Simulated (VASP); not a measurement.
# LiH (Fm-3m) in VASP: further runs

Aim: see how the results for LiH move with the level of theory and the settings. Levels: r2SCAN, HSE06, PBE0. Tasks: single point, relaxation of cell and atoms.

All numbers are computed with VASP 6.6.1; they aren't measurements. Logs are shortened: lines on timing, memory, paths and dates and some standing lists are left out, and cuts for length are marked.

### Step 1. The cell of the first run

Symmetry: Fm-3m, No. 225, cubic system. Conventional cell: a = 4.006 Å, b = 4.006 Å, c = 4.006 Å, α = 90.00°, β = 90.00°, γ = 90.00°. Within 2.7 Å of Li (site symmetry m-3m) lie 6 H at 2.00 Å. Within 2.7 Å of H (site symmetry m-3m) lie 6 Li at 2.00 Å.

### Step 2. Single point, r2SCAN

Input file POSCAR:

```
LiH
1.0
    0.0000000000      2.0029948666      2.0029948666
    2.0029948666      0.0000000000      2.0029948666
    2.0029948666      2.0029948666      0.0000000000
Li H
1 1
Direct
    0.0000000000      0.0000000000      0.0000000000
    0.5000000000      0.5000000000      0.5000000000
```

Input file INCAR.step1:

```
SYSTEM = LiH
  ALGO = Normal
  EDIFF = 1E-4
  ENCUT = 520
  GGA = PE
  ISMEAR = -1
  LASPH = .TRUE.
  LCHARG = .FALSE.
  LREAL = .FALSE.
  LWAVE = .TRUE.
  NBANDS = 9
  NELM = 100
  PREC = Accurate
  SIGMA = 0.02
```

Input file INCAR.step2:

```
SYSTEM = LiH
  ALGO = Normal
  EDIFF = 1E-6
  ENCUT = 520
  ISIF = 2
  ISMEAR = -1
  ISTART = 1
  LASPH = .TRUE.
  LCHARG = .FALSE.
  LMIXTAU = .TRUE.
  LREAL = .FALSE.
  LWAVE = .FALSE.
  METAGGA = R2SCAN
  NBANDS = 9
  NELM = 100
  PREC = Accurate
  SIGMA = 0.02
```

Input file KPOINTS:

```
k-points
0
G
  10 10 10
  0 0 0
```

Potentials or basis: VASP PAW PBE potentials, release 64 (Li_sv, H).

On the command line:

```console
$ cat potpaw_PBE.64/Li_sv/POTCAR potpaw_PBE.64/H/POTCAR > POTCAR
$ cp INCAR.step1 INCAR
$ mpirun -np 1 vasp_std > vasp.out
$ cp INCAR.step2 INCAR
$ mpirun -np 1 vasp_std > vasp.out
```

OUTCAR:

```text
SYSTEM = LiH
   EDIFF = 1E-6
   ENCUT = 520
   ISIF = 2
   ISMEAR = -1
   ISTART = 1
   LASPH = .TRUE.
   LREAL = .FALSE.
   METAGGA = R2SCAN
   NELM = 100
   PREC = Accurate

 ion  position               nearest neighbor table
   1  0.000  0.000  0.000-
   2  0.500  0.500  0.500-

  LATTYP: Found a face centered cubic cell.
 ALAT       =     4.0059897332

  Lattice vectors:

 A1 = (   0.0000000000,   2.0029948666,   2.0029948666)
 A2 = (   2.0029948666,   0.0000000000,   2.0029948666)
 A3 = (   2.0029948666,   2.0029948666,   0.0000000000)

Analysis of symmetry for initial positions (statically):
=====================================================================
 Subroutine PRICEL returns:
 Original cell was already a primitive cell.

 Routine SETGRP: Setting up the symmetry group for a
 face centered cubic supercell.

 Subroutine GETGRP returns: Found 48 space group operations
 (whereof 48 operations were pure point group operations)
 out of a pool of 48 trial point group operations.

The static configuration has the point symmetry O_h .

Analysis of symmetry for dynamics (positions and initial velocities):
=====================================================================
 Subroutine PRICEL returns:
 Original cell was already a primitive cell.

 Routine SETGRP: Setting up the symmetry group for a
 face centered cubic supercell.

 Subroutine GETGRP returns: Found 48 space group operations
 (whereof 48 operations were pure point group operations)
 out of a pool of 48 trial point group operations.

The dynamic configuration has the point symmetry O_h .

 Subroutine INISYM returns: Found 48 space group operations
 (whereof 48 operations are pure point group operations),
 and found     1 'primitive' translations

----------------------------------------------------------------------------------------

                                     Primitive cell

  volume of cell :      16.0720

  direct lattice vectors                    reciprocal lattice vectors
     0.000000000  2.002994867  2.002994867    -0.249626201  0.249626201  0.249626201
     2.002994867  0.000000000  2.002994867     0.249626201 -0.249626201  0.249626201
     2.002994867  2.002994867  0.000000000     0.249626201  0.249626201 -0.249626201

  length of vectors
     2.832662506  2.832662506  2.832662506     0.432365264  0.432365264  0.432365264
[... 83 lines left out ...]
   EDIFFG = 0.1E-04   stopping-criterion for IOM
   NSW    =      0    number of steps for IOM
   IBRION =     -1    ionic relax: 0-MD 1-quasi-New 2-CG
   NFREE  =      0    steps in history (QN), initial steepest desc. (CG)
   ISIF   =      2    stress and relaxation
   ISYM   =      2    0-nonsym 1-usesym 2-fastsym
   POTIM  = 0.5000    time-step for ionic-motion
   TEBEG  =    0.0;   TEEND  =   0.0 temperature during run
   PSTRESS=    0.0 pullay stress
   NELECT =       4.0000    total number of electrons
   NUPDOWN=      -1.0000    fix difference up-down
   EMIN   =  10.00;   EMAX   =-10.00  energy-range for DOS
   EFERMI =   0.00;   METHOD = LEGACY
   ISMEAR =    -1;   SIGMA  =   0.02  broadening in eV -4-tet -1-fermi 0-gaus
   EFERMI_NEDOS =   21; number of points for ismear=-14 and -15
   IALGO  =     38    algorithm
   IMIX   =      4    mixing-type and parameters
     AMIX     =   0.40;   BMIX     =  1.00
     AMIX_MAG =   1.60;   BMIX_MAG =  1.00
  volume/ion in A,a.u.               =       8.04        54.23
  Fermi-wavevector in a.u.,A,eV,Ry     =   1.029765  1.945975 14.427848  1.060417
  Thomas-Fermi vector in A             =   2.163830
   LORBIT       =      0    0 simple, 1 ext, 2 COOP (PROOUT), +10 PAW based schemes
   METAGGA = R2SCAN    functional components
   LHFCALC =     F    Hartree Fock is set to
   AEXX    =    0.0000 exact exchange contribution
   IVDW    =     0    specifies the selected vdW correction
   LEPSILON=     F    determine dielectric tensor
   LRPA    =     F    only Hartree local field effects (RPA)
 non-spin polarized calculation
  energy-cutoff  :      520.00
  volume of cell :       16.07
 maximum number of plane-waves:       444
 NGX is ok and might be reduce to    24
   NGX = 11   NGY = 11   NGZ = 11

 number of electron       3.9999995 magnetization

 Free energy of the ion-electron system (eV)
  ---------------------------------------------------
  ext. energy  EPLUGINS =         0.00000000
  ---------------------------------------------------
  free energy    TOTEN  =        -6.81760792 eV

  energy without entropy =       -6.81760792  energy(sigma->0) =       -6.81760792

 E-fermi :   0.3212     XC(G=0):  -8.8303

 val. band max:       -0.1778819209   @ k =   0.5000   0.5000   0.0000
 cond. band min:       3.4037505265   @ k =   0.5000   0.5000   0.0000
 fundamental gap:      3.5816324474
 Fermi energy:         0.3211722452

 k-point     1 :       0.0000    0.0000    0.0000
  band No.  band energies     occupation
      1     -45.9093      2.00000
      2      -5.6309      2.00000
      3      17.4880      0.00000
      4      19.2418      0.00000
      5      19.2418      0.00000
      6      19.2424      0.00000
      7      23.6704      0.00000
      8      23.6704      0.00000
      9      23.6705      0.00000
[... 265 lines left out ...]
 k-point    24 :       0.4000    0.3000    0.0000
  band No.  band energies     occupation
      1     -45.8620      2.00000
      2      -2.4519      2.00000
      3       7.1753      0.00000
      4      11.2353      0.00000
      5      12.6163      0.00000
      6      17.3162      0.00000
      7      19.2020      0.00000
      8      31.0905      0.00000
      9      31.7549      0.00000

 [... further k-points ...]

------------------------ aborting loop because EDIFF is reached ----------------------------------------

  FORCE on cell =-STRESS in cart. coord.  units (eV):
  Direction    XX          YY          ZZ          XY          YZ          ZX
  --------------------------------------------------------------------------------------
  -------------------------------------------------------------------------------------
  Total       -0.0533118     -0.0533118     -0.0533118     -0.0000000      0.0000000      0.0000000
  in kB       -5.3145287     -5.3145287     -5.3145287     -0.0000000      0.0000000      0.0000000
  external PRESSURE =      -5.3145287 kB  Pullay stress =       0.0000000 kB

 VOLUME and BASIS-vectors are now :
 -----------------------------------------------------------------------------
  energy-cutoff  :      520.00
  volume of cell :       16.07
      direct lattice vectors                 reciprocal lattice vectors
     0.000000000  2.002994867  2.002994867    -0.249626201  0.249626201  0.249626201
     2.002994867  0.000000000  2.002994867     0.249626201 -0.249626201  0.249626201
     2.002994867  2.002994867  0.000000000     0.249626201  0.249626201 -0.249626201

 POSITION                                       TOTAL-FORCE (eV/Angst)
 -----------------------------------------------------------------------------------
      0.00000      0.00000      0.00000        -0.000000     -0.000000     -0.000000
      2.00299      2.00299      2.00299         0.000000      0.000000      0.000000
 -----------------------------------------------------------------------------------
    total drift:                                0.000000     -0.000000     -0.000000

  FREE ENERGIE OF THE ION-ELECTRON SYSTEM (eV)
  ---------------------------------------------------
  free  energy   TOTEN  =        -6.8176079177 eV

  energy  without entropy=       -6.8176079177  energy(sigma->0) =       -6.81760792
```

OUTCAR.step1:

```text
SYSTEM = LiH
   EDIFF = 1E-4
   ENCUT = 520
   GGA = PE
   ISMEAR = -1
   LASPH = .TRUE.
   LREAL = .FALSE.
[... 508 lines left out ...]
      0.00000      0.00000      0.00000         0.000000      0.000000      0.000000
      2.00299      2.00299      2.00299        -0.000000     -0.000000     -0.000000
 -----------------------------------------------------------------------------------
    total drift:                                0.000000     -0.000000     -0.000000

  FREE ENERGIE OF THE ION-ELECTRON SYSTEM (eV)
  ---------------------------------------------------
  free  energy   TOTEN  =        -6.1270900621 eV

  energy  without entropy=       -6.1270900621  energy(sigma->0) =       -6.12709006
```

Run time: 31 s. Hardware: 1 thread of Intel Xeon Platinum 8259CL at 2.50GHz (Skylake/Cascade Lake), shared host; peak memory 0.13 GiB.

What came out:

* Free energy: -6.8176 eV
* Band gap on the k mesh: 3.58 eV

Caveat: the cutoff is under 1.25 times the usual one of these potentials, so pressure, stress and relaxed cells hold a basis-set (Pulay) error; the PAW data sets were made with another functional, which shifts forces and pressure a little.

### Step 3. Single point, r2SCAN

POSCAR is that of step 2.

Input file INCAR.step1:

```
  ALGO = Normal
  EDIFF = 1E-4
  ENCUT = 520
  GGA = PE
  ISMEAR = 0
  LASPH = T
  LCHARG = F
  LREAL = F
  LWAVE = T
  NBANDS = 9
  NELM = 80
  PREC = Accurate
  SIGMA = 0.01
```

Input file INCAR.step2:

```
  ALGO = Normal
  EDIFF = 1E-6
  ENCUT = 520
  ISIF = 2
  ISMEAR = 0
  ISTART = 1
  LASPH = T
  LCHARG = F
  LMIXTAU = T
  LREAL = F
  LWAVE = F
  METAGGA = R2SCAN
  NBANDS = 9
  NELM = 80
  PREC = Accurate
  SIGMA = 0.01
```

Input file KPOINTS:

```
k-points
0
Gamma
  10 10 10
```

Potentials or basis: VASP PAW PBE potentials, release 64 (Li_sv, H).

On the command line:

```console
$ cat potpaw_PBE.64/Li_sv/POTCAR potpaw_PBE.64/H/POTCAR > POTCAR
$ cp INCAR.step1 INCAR
$ mpirun -np 1 vasp_std > vasp.out
$ cp INCAR.step2 INCAR
$ mpirun -np 1 vasp_std > vasp.out
```

It took 29 s on 1 thread of Intel Xeon Platinum 8259CL at 2.50GHz (Skylake/Cascade Lake), shared host; peak memory 0.13 GiB.

Results (log left out):

* Free energy: -6.8176 eV
* Band gap on the k mesh: 3.58 eV

Levels at points of the mesh, in eV from the valence-band top:
| k point | band 1 | band 2 | band 3 | band 4 | band 5 |
| --- | --- | --- | --- | --- | --- |
| (0.00, 0.00, 0.00) | -45.73 | -5.45 | 17.67 | 19.42 | 19.42 |
| (0.50, 0.00, 0.00) | -45.69 | -2.64 | 5.68 | 14.96 | 18.18 |
| (0.50, 0.50, 0.00) | -45.67 | 0.00 | 3.58 | 11.75 | 11.75 |

Caveat: the cutoff is under 1.25 times the usual one of these potentials, so pressure, stress and relaxed cells hold a basis-set (Pulay) error; the PAW data sets were made with another functional, which shifts forces and pressure a little.

(Continued in part 2 of 2.)
